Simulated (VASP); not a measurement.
Write the native input for VASP 6.6.1 that does the following.

| Item | Value |
| --- | --- |
| Task | single point |
| Functional | r2SCAN |
| Potentials or basis | VASP PAW PBE potentials, release 64 (K_sv, F) |
| Cutoff | 520 eV |
| k mesh | 8 × 8 × 8 |
| Occupations | gaussian, width 0.01 eV |
| Spin | no spin polarisation |
| Dipole correction | no |
| Further INCAR settings | ALGO = Normal; EDIFF = 1e-06; NBANDS = 15 |

KF (Carobbiite):

```xyz
2
Lattice="0.0000 2.6590 2.6590 2.6590 0.0000 2.6590 2.6590 2.6590 0.0000" Properties=species:S:1:pos:R:3 pbc="T T T"
K     0.0000    0.0000    0.0000
F     2.6590    2.6590    2.6590
```

The input as run:

POSCAR

```
KF
1.0
    0.0000000000      2.6589566777      2.6589566777
    2.6589566777      0.0000000000      2.6589566777
    2.6589566777      2.6589566777      0.0000000000
K F
1 1
Direct
    0.0000000000      0.0000000000      0.0000000000
    0.5000000000      0.5000000000      0.5000000000
```

INCAR.step1

```
SYSTEM = KF
ALGO = Normal ; EDIFF = 1E-4
ENCUT = 520 ; GGA = PE
ISMEAR = 0 ; LASPH = .TRUE.
LCHARG = .FALSE. ; LREAL = .FALSE.
LWAVE = .TRUE. ; NBANDS = 15
NELM = 80 ; PREC = Accurate
SIGMA = 0.01
```

INCAR.step2

```
SYSTEM = KF
ALGO = Normal ; EDIFF = 1E-6
ENCUT = 520 ; ISIF = 2
ISMEAR = 0 ; ISTART = 1
LASPH = .TRUE. ; LCHARG = .FALSE.
LMIXTAU = .TRUE. ; LREAL = .FALSE.
LWAVE = .FALSE. ; METAGGA = R2SCAN
NBANDS = 15 ; NELM = 80
PREC = Accurate ; SIGMA = 0.01
```

KPOINTS

```
k-points
0
G
  8 8 8
  0 0 0
```

Potentials or basis: VASP PAW PBE potentials, release 64 (K_sv, F).

Command:

```bash
$ cat potpaw_PBE.64/K_sv/POTCAR potpaw_PBE.64/F/POTCAR > POTCAR
$ cp INCAR.step1 INCAR
$ mpirun -np 1 vasp_std > vasp.out
$ cp INCAR.step2 INCAR
$ mpirun -np 1 vasp_std > vasp.out
```

Results of the run:

The pressure is 0.0 GPa and the band gap on the k mesh is 6.91 eV, direct.

Caveat: the PAW data sets were made with another functional, which shifts forces and pressure a little.

Wall time 42 s on 1 thread of AMD EPYC 9R45 (Zen 5), on a shared host, peak memory 0.13 GiB.
